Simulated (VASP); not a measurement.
# MgS (P6_3mc) in VASP: further runs

Aim: see how the results for MgS move with the level of theory and the settings. Levels: PBE, r2SCAN. Tasks: single point.

Everything below comes from runs of VASP 6.6.1. Logs are shortened: lines on timing, memory, paths and dates and some standing lists are left out, and cuts for length are marked.

## Step 1: The cell of the first run

Symmetry: P6_3mc, No. 186, hexagonal system. Conventional cell: a = 4.029 Å, b = 4.029 Å, c = 6.454 Å, α = 90.00°, β = 90.00°, γ = 120.00°. Mg (site symmetry 3m) has 4 S at 2.45 to 2.46 Å within 3.2 Å. S (site symmetry 3m) has 4 Mg at 2.45 to 2.46 Å within 3.2 Å.

## Step 2: Single point, PBE

Contents of INCAR:

```
SYSTEM = MgS
  PREC = Accurate
  ENCUT = 520
  EDIFF = 1E-6
  ISMEAR = 0
  SIGMA = 0.01
  LREAL = .False.
  LASPH = .True.
  NELM = 100
  ALGO = Normal
  ISIF = 2
  LWAVE = .False.
  LCHARG = .True.
  GGA = PE
  LELF = .True.
  LVHAR = .True.
  NBANDS = 16
```

Contents of KPOINTS:

```
Automatic mesh
0
Gamma
  12 12 4
  0 0 0
```

Contents of POSCAR:

```
MgS
1.0
    4.0286648056      0.0000000000      0.0000000000
   -2.0143324028      3.4889260650      0.0000000000
    0.0000000000      0.0000000000      6.4542161371
Mg S
2 2
Direct
    0.6666666667      0.3333333333      0.4971196667
    0.3333333333      0.6666666667      0.9971196667
    0.3333333333      0.6666666667      0.3778793333
    0.6666666667      0.3333333333      0.8778793333
```

Potentials or basis: VASP PAW PBE potentials, release 64 (Mg, S).

Run with:

```bash
$ cat potpaw_PBE.64/Mg/POTCAR potpaw_PBE.64/S/POTCAR > POTCAR
$ mpirun -np 1 vasp_std > vasp.out
```

OUTCAR:

```text
SYSTEM = MgS
   PREC = Accurate
   ENCUT = 520
   EDIFF = 1E-6
   ISMEAR = 0
   LREAL = .False.
   LASPH = .True.
   NELM = 100
   ISIF = 2
   GGA = PE

 ion  position               nearest neighbor table
   1  0.667  0.333  0.497-   3 2.45   3 2.45   3 2.45   4 2.46
   2  0.333  0.667  0.997-   4 2.45   4 2.45   4 2.45   3 2.46
   3  0.333  0.667  0.378-   1 2.45   1 2.45   1 2.45   2 2.46
   4  0.667  0.333  0.878-   2 2.45   2 2.45   2 2.45   1 2.46

  LATTYP: Found a hexagonal cell.
 ALAT       =     4.0286648056
 C/A-ratio  =     1.6020732547

  Lattice vectors:

 A1 = (   4.0286648056,   0.0000000000,   0.0000000000)
 A2 = (  -2.0143324028,   3.4889260650,   0.0000000000)
 A3 = (   0.0000000000,   0.0000000000,   6.4542161371)

Analysis of symmetry for initial positions (statically):
=====================================================================
 Subroutine PRICEL returns:
 Original cell was already a primitive cell.

 Routine SETGRP: Setting up the symmetry group for a
 hexagonal supercell.

 Subroutine GETGRP returns: Found 12 space group operations
 (whereof  6 operations were pure point group operations)
 out of a pool of 24 trial point group operations.

The static configuration has the point symmetry C_3v.
 The point group associated with its full space group is C_6v.

Analysis of symmetry for dynamics (positions and initial velocities):
=====================================================================
 Subroutine PRICEL returns:
 Original cell was already a primitive cell.

 Routine SETGRP: Setting up the symmetry group for a
 hexagonal supercell.

 Subroutine GETGRP returns: Found 12 space group operations
 (whereof  6 operations were pure point group operations)
 out of a pool of 24 trial point group operations.

The dynamic configuration has the point symmetry C_3v.
 The point group associated with its full space group is C_6v.

 Subroutine INISYM returns: Found 12 space group operations
 (whereof  6 operations are pure point group operations),
 and found     1 'primitive' translations

----------------------------------------------------------------------------------------

                                     Primitive cell

  volume of cell :      90.7186

  direct lattice vectors                    reciprocal lattice vectors
     4.028664806  0.000000000  0.000000000     0.248221197  0.143310575  0.000000000
    -2.014332403  3.488926065  0.000000000     0.000000000  0.286621150  0.000000000
     0.000000000  0.000000000  6.454216137     0.000000000  0.000000000  0.154937483

  length of vectors
     4.028664806  4.028664806  6.454216137     0.286621150  0.286621150  0.154937483

  position of ions in fractional coordinates (direct lattice)
     0.666666667  0.333333333  0.497119667
     0.333333333  0.666666667  0.997119667
     0.333333333  0.666666667  0.377879333
     0.666666667  0.333333333  0.877879333

  ion indices of the primitive-cell ions
   primitive index   ion index
                 1           1
                 2           2
                 3           3
                 4           4

----------------------------------------------------------------------------------------

 KPOINTS: Automatic mesh

Automatic generation of k-mesh.
 Grid dimensions read from file:
 generate k-points for:   12   12    4

 Generating k-lattice:

  Cartesian coordinates                     Fractional coordinates (reciprocal lattice)
     0.020685100  0.011942548  0.000000000     0.083333333 -0.000000000  0.000000000
     0.000000000  0.023885096  0.000000000     0.000000000  0.083333333  0.000000000
     0.000000000  0.000000000  0.038734371     0.000000000  0.000000000  0.250000000

  Length of vectors
     0.023885096  0.023885096  0.038734371

  Shift w.r.t. Gamma in fractional coordinates (k-lattice)
     0.000000000  0.000000000  0.000000000

 Subroutine IBZKPT returns following result:
 ===========================================

 Found     57 irreducible k-points:

 Following reciprocal coordinates:
            Coordinates               Weight
  0.000000  0.000000  0.000000      1.000000
  0.083333  0.000000  0.000000      6.000000
  0.166667  0.000000  0.000000      6.000000
  0.250000  0.000000  0.000000      6.000000
  0.333333 -0.000000  0.000000      6.000000
  0.416667  0.000000  0.000000      6.000000
[... 16 lines left out ...]
  0.250000  0.000000  0.250000     12.000000
  0.333333 -0.000000  0.250000     12.000000
 [... further k-points ...]
   k-points           NKPTS =     57   k-points in BZ     NKDIM =     57   number of bands    NBANDS=     16
   number of dos      NEDOS =    301   number of ions     NIONS =      4
   total plane-waves  NPLWV =  43200
   dimension x,y,z NGX =    30 NGY =   30 NGZ =   48
   dimension x,y,z NGXF=    60 NGYF=   60 NGZF=   96
   ions per type =               2   2
   NGX,Y,Z   is equivalent  to a cutoff of  12.38, 12.38, 12.36 a.u.
   NGXF,Y,Z  is equivalent  to a cutoff of  24.76, 24.76, 24.73 a.u.
 SYSTEM =  MgS
   PREC   = accura    normal or accurate (medium, high low for compatibility)
   ISTART =      0    job   : 0-new  1-cont  2-samecut
   ICHARG =      2    charge: 1-file 2-atom 10-const
   ISPIN  =      1    spin polarized calculation?
   LNONCOLLINEAR =      F non collinear calculations
   LSORBIT =      F    spin-orbit coupling
   LASPH  =      T    aspherical Exc in radial PAW
   ENCUT  =  520.0 eV  38.22 Ry    6.18 a.u.   7.49  7.49 12.00*2*pi/ulx,y,z
   NELM   =    100;   NELMIN=  2; NELMDL= -5     # of ELM steps
   EDIFF  = 0.1E-05   stopping-criterion for ELM
   LREAL  =      F    real-space projection
   EDIFFG = 0.1E-04   stopping-criterion for IOM
   NSW    =      0    number of steps for IOM
   IBRION =     -1    ionic relax: 0-MD 1-quasi-New 2-CG
   NFREE  =      0    steps in history (QN), initial steepest desc. (CG)
   ISIF   =      2    stress and relaxation
   ISYM   =      2    0-nonsym 1-usesym 2-fastsym
   POTIM  = 0.5000    time-step for ionic-motion
   TEBEG  =    0.0;   TEEND  =   0.0 temperature during run
   PSTRESS=    0.0 pullay stress
   NELECT =      16.0000    total number of electrons
   NUPDOWN=      -1.0000    fix difference up-down
   EMIN   =  10.00;   EMAX   =-10.00  energy-range for DOS
   EFERMI =   0.00;   METHOD = LEGACY
   ISMEAR =     0;   SIGMA  =   0.01  broadening in eV -4-tet -1-fermi 0-gaus
   EFERMI_NEDOS =   21; number of points for ismear=-14 and -15
   IALGO  =     38    algorithm
   IMIX   =      4    mixing-type and parameters
     AMIX     =   0.40;   BMIX     =  1.00
     AMIX_MAG =   1.60;   BMIX_MAG =  1.00
  volume/ion in A,a.u.               =      22.68       153.05
  Fermi-wavevector in a.u.,A,eV,Ry     =   0.918085  1.734928 11.468069  0.842879
  Thomas-Fermi vector in A             =   2.043126
   LORBIT       =      0    0 simple, 1 ext, 2 COOP (PROOUT), +10 PAW based schemes
   GGA     = PE    functional components
   LHFCALC =     F    Hartree Fock is set to
   AEXX    =    0.0000 exact exchange contribution
   IVDW    =     0    specifies the selected vdW correction
   LEPSILON=     F    determine dielectric tensor
   LRPA    =     F    only Hartree local field effects (RPA)
 non-spin polarized calculation
 Gauss-broadening in eV      SIGMA  =   0.01
  energy-cutoff  :      520.00
  volume of cell :       90.72
 maximum number of plane-waves:      2464
 NGX is ok and might be reduce to    30
   NGX = 15   NGY = 15   NGZ = 25

 number of electron      16.0000003 magnetization

 Free energy of the ion-electron system (eV)
  ---------------------------------------------------
  ext. energy  EPLUGINS =         0.00000000
  ---------------------------------------------------
  free energy    TOTEN  =       -16.97644249 eV

  energy without entropy =      -16.97644249  energy(sigma->0) =      -16.97644249

 E-fermi :   1.2267     XC(G=0):  -8.3814

 val. band max:        1.1600252961   @ k =   0.0000   0.0000   0.0000
 cond. band min:       4.6249681908   @ k =   0.0000   0.0000   0.0000
 fundamental gap:      3.4649428948
 Fermi energy:         1.2267056670

 k-point     1 :       0.0000    0.0000    0.0000
  band No.  band energies     occupation
      1     -10.2142      2.00000
      2      -9.4931      2.00000
      3      -2.0399      2.00000
      4       0.6370      2.00000
      5       0.6370      2.00000
      6       1.0476      2.00000
[... 8 lines left out ...]
     15       9.7054      0.00000
     16      10.2915      0.00000

 k-point     2 :       0.0833    0.0000    0.0000
  band No.  band energies     occupation
      1     -10.1797      2.00000
      2      -9.4756      2.00000
      3      -1.9856      2.00000
      4       0.4146      2.00000
      5       0.5774      2.00000
      6       0.7991      2.00000
[... 8 lines left out ...]
     15       9.8588      0.00000
     16       9.9347      0.00000

 k-point     3 :       0.1667    0.0000    0.0000
  band No.  band energies     occupation
      1     -10.0813      2.00000
      2      -9.4287      2.00000
      3      -1.8274      2.00000
      4      -0.1249      2.00000
      5       0.2622      2.00000
      6       0.4318      2.00000
[... 8 lines left out ...]
     15       9.8192      0.00000
     16       9.9276      0.00000

 k-point     4 :       0.2500    0.0000    0.0000
  band No.  band energies     occupation
      1      -9.9342      2.00000
      2      -9.3690      2.00000
      3      -1.5837      2.00000
      4      -0.7430      2.00000
      5      -0.3100      2.00000
      6       0.2590      2.00000
[... 8 lines left out ...]
     15       9.8535      0.00000
     16      10.3590      0.00000
[... 324 lines left out ...]
 k-point    22 :       0.1667    0.0000    0.2500
  band No.  band energies     occupation
      1      -9.9962      2.00000
      2      -9.5367      2.00000
      3      -1.5553      2.00000
      4      -0.1572      2.00000
      5       0.0814      2.00000
      6       0.5046      2.00000
[... 8 lines left out ...]
     15       9.8955      0.00000
     16       9.9452      0.00000

 k-point    23 :       0.2500    0.0000    0.2500
  band No.  band energies     occupation
      1      -9.8587      2.00000
      2      -9.4601      2.00000
      3      -1.4887      2.00000
      4      -0.7104      2.00000
      5      -0.3333      2.00000
      6       0.3418      2.00000
[... 8 lines left out ...]
     15       9.9818      0.00000
     16      10.4535      0.00000

 k-point    24 :       0.3333   -0.0000    0.2500
  band No.  band energies     occupation
      1      -9.7036      2.00000
      2      -9.3892      2.00000
      3      -1.6129      2.00000
      4      -1.1621      2.00000
      5      -0.4807      2.00000
      6       0.1959      2.00000
[... 8 lines left out ...]
     15      10.1669      0.00000
     16      11.2372      0.00000

 [... further k-points ...]

------------------------ aborting loop because EDIFF is reached ----------------------------------------

  FORCE on cell =-STRESS in cart. coord.  units (eV):
  Direction    XX          YY          ZZ          XY          YZ          ZX
  --------------------------------------------------------------------------------------
  -------------------------------------------------------------------------------------
  Total        0.5255290      0.5255290      0.4984898      0.0000000     -0.0000000      0.0000000
  in kB        9.2813442      9.2813442      8.8038054      0.0000000     -0.0000000      0.0000000
  external PRESSURE =       9.1221646 kB  Pullay stress =       0.0000000 kB

 VOLUME and BASIS-vectors are now :
 -----------------------------------------------------------------------------
  energy-cutoff  :      520.00
  volume of cell :       90.72
      direct lattice vectors                 reciprocal lattice vectors
     4.028664806  0.000000000  0.000000000     0.248221197  0.143310575  0.000000000
    -2.014332403  3.488926065  0.000000000     0.000000000  0.286621150  0.000000000
     0.000000000  0.000000000  6.454216137     0.000000000  0.000000000  0.154937483

 POSITION                                       TOTAL-FORCE (eV/Angst)
 -----------------------------------------------------------------------------------
      2.01433      1.16298      3.20852         0.000000      0.000000     -0.003467
     -0.00000      2.32595      6.43563        -0.000000     -0.000000     -0.003467
     -0.00000      2.32595      2.43891         0.000000      0.000000      0.003467
      2.01433      1.16298      5.66602         0.000000      0.000000      0.003467
 -----------------------------------------------------------------------------------
    total drift:                               -0.000000      0.000000      0.000499

  FREE ENERGIE OF THE ION-ELECTRON SYSTEM (eV)
  ---------------------------------------------------
  free  energy   TOTEN  =       -16.9764424928 eV

  energy  without entropy=      -16.9764424928  energy(sigma->0) =      -16.97644249
```

Wall time 30 s (1 thread of Intel Xeon 6975P-C (Granite Rapids), shared host); peak memory 0.23 GiB.

What came out:

| Property | Result |
| --- | --- |
| Free energy | -16.9764 eV |
| Pressure | 0.9 GPa |
| Largest force | 0.003 eV/Å |
| Band gap on the k mesh | 3.46 eV, direct |

Forces in eV/Å, atoms in the order of the input:
```
Mg   0.000  0.000 -0.003
Mg   0.000  0.000 -0.003
S    0.000  0.000  0.003
S    0.000  0.000  0.003
```

Levels at points of the mesh, in eV from the valence-band top:
| k point | band 6 | band 7 | band 8 | band 9 | band 10 | band 11 |
| --- | --- | --- | --- | --- | --- | --- |
| (0.00, 0.00, 0.00) | -0.11 | -0.11 | 0.00 | 3.46 | 4.73 | 7.54 |
| (0.50, 0.00, 0.00) | -1.19 | -0.91 | -0.43 | 4.77 | 5.22 | 5.82 |
| (0.00, 0.00, 0.50) | -0.32 | -0.32 | -0.32 | 4.94 | 4.94 | 7.62 |
| (0.50, 0.00, 0.50) | -0.85 | -0.79 | -0.79 | 4.67 | 4.67 | 6.32 |

A k mesh can miss the band edges. As with any semilocal functional, this PBE gap is likely too small.

[end of part 1 of 2]
